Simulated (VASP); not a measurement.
## Si13C3: relaxation of cell and atoms with PBE

The system is Si13C3.

```
C Si
1.0
    -5.01671    5.01671    0.00000
    -5.01671    0.00000    5.01671
     0.00000    5.01671    5.01671
C Si
3 13
Direct
  0.87591 0.87653 0.37404
  0.37106 0.87848 0.37192
  0.87503 0.87304 0.87829
  0.00175 0.99908 0.00024
  0.50721 0.99681 0.99740
  0.99939 0.50155 0.99899
  0.00407 0.00143 0.49873
  0.50258 0.49965 0.00278
  0.49797 0.99561 0.50371
  0.00002 0.50051 0.50308
  0.50177 0.50060 0.49628
  0.87417 0.37086 0.37653
  0.37213 0.37266 0.38124
  0.37843 0.87069 0.87642
  0.87360 0.37990 0.87330
  0.37257 0.37256 0.88049
```

```json
{
  "Program": "VASP 6.6.1",
  "Task": "relaxation of cell and atoms",
  "Functional": "PBE",
  "Potentials or basis": "VASP PAW PBE potentials, release 64 (C, Si)",
  "Cutoff": "600 eV",
  "k mesh": "2 × 2 × 2, shifted",
  "Occupations": "gaussian, width 0.1 eV",
  "Spin": "no spin polarisation",
  "Dipole correction": "no",
  "Further INCAR settings": "LREAL = Auto; ALGO = Normal; EDIFF = 1e-06; ISYM = 0; IBRION = 2; EDIFFG = -0.04; NSW = 70; ISIF = 3"
}
```

- Relaxed volume: 16.35 Å³/atom
- Relaxed cell: a = 7.123 Å, b = 7.232 Å, c = 7.128 Å, α = 60.48°, β = 59.99°, γ = 60.50°
- Space group after relaxing (to 0.05 Å): R3m (No. 160)
- Energy gained by relaxing: 256.4 meV/atom
- Ionic steps: 12
- Pressure after relaxing: 0.0 GPa
- Largest force after relaxing: 0.033 eV/Å
- Band gap on the k mesh: zero (band 32 reaches 7.19 eV, above the bottom of band 33 at 6.98 eV)

Forces in eV/Å, atoms in the order of the input:
```
C    0.007  0.003 -0.014
C   -0.001  0.023  0.004
C    0.016 -0.007  0.003
Si  -0.004  0.003 -0.013
Si   0.014 -0.014  0.012
Si   0.003  0.002  0.013
Si   0.024  0.015 -0.006
Si  -0.017 -0.010 -0.009
Si  -0.007  0.009  0.020
Si   0.007 -0.008 -0.007
Si  -0.025  0.009 -0.013
Si   0.018  0.018 -0.021
Si  -0.018 -0.010  0.025
Si  -0.003 -0.006  0.006
Si  -0.016  0.003  0.002
Si   0.001 -0.030 -0.003
```

Step by step:
```csv
step,energy change (eV),largest force (eV/Å),pressure (GPa),volume (Å³)
1,0.0000,5.0136,11.15,252.52
2,-2.6988,1.1881,-9.81,294.82
3,-3.2331,1.4412,-5.61,281.05
4,-3.9934,0.6109,-0.75,265.03
5,-4.0023,0.6920,-0.05,263.22
6,-4.0843,0.3278,0.22,261.46
7,-4.0849,0.3475,0.25,261.30
8,-4.0990,0.1948,-0.15,261.80
9,-4.0997,0.1142,-0.08,261.71
10,-4.1023,0.0672,0.01,261.49
11,-4.1024,0.0586,0.04,261.42
12,-4.1031,0.0330,0.00,261.52
```

Final structure:
```
CELL_PARAMETERS angstrom
-5.03532 5.03800 0.00146
-5.11225 -0.07541 5.11508
0.00069 5.04014 5.04034
ATOMIC_POSITIONS crystal
C 0.87143 0.87246 0.37100
C 0.38626 0.87177 0.37078
C 0.87266 0.87198 0.88587
Si 0.97583 0.97466 0.02555
Si 0.52720 0.97379 0.02504
Si 0.98510 0.54465 0.98688
Si 0.01272 0.96527 0.51130
Si 0.49871 0.50108 0.00271
Si 0.52588 0.97272 0.47568
Si 0.98360 0.54521 0.48499
Si 0.48585 0.54434 0.48566
Si 0.87604 0.37119 0.37674
Si 0.37325 0.36691 0.38593
Si 0.37556 0.87604 0.87502
Si 0.88240 0.36945 0.87476
Si 0.37516 0.36843 0.87553
```

Levels at points of the mesh, in eV from the Fermi level:
| k point | band 30 | band 31 | band 32 | band 33 | band 34 | band 35 |
| --- | --- | --- | --- | --- | --- | --- |
| (0.25, 0.25, 0.25) | -0.97 | -0.47 | -0.06 | -0.01 | 0.27 | 0.45 |

Wall time 34 min on 1 thread of AMD EPYC 9R45 96-Core Processor (Zen 5) (shared host), peak memory 0.56 GiB.

Caveat: the k points lie up to 0.54 Å⁻¹ apart in the final cell.
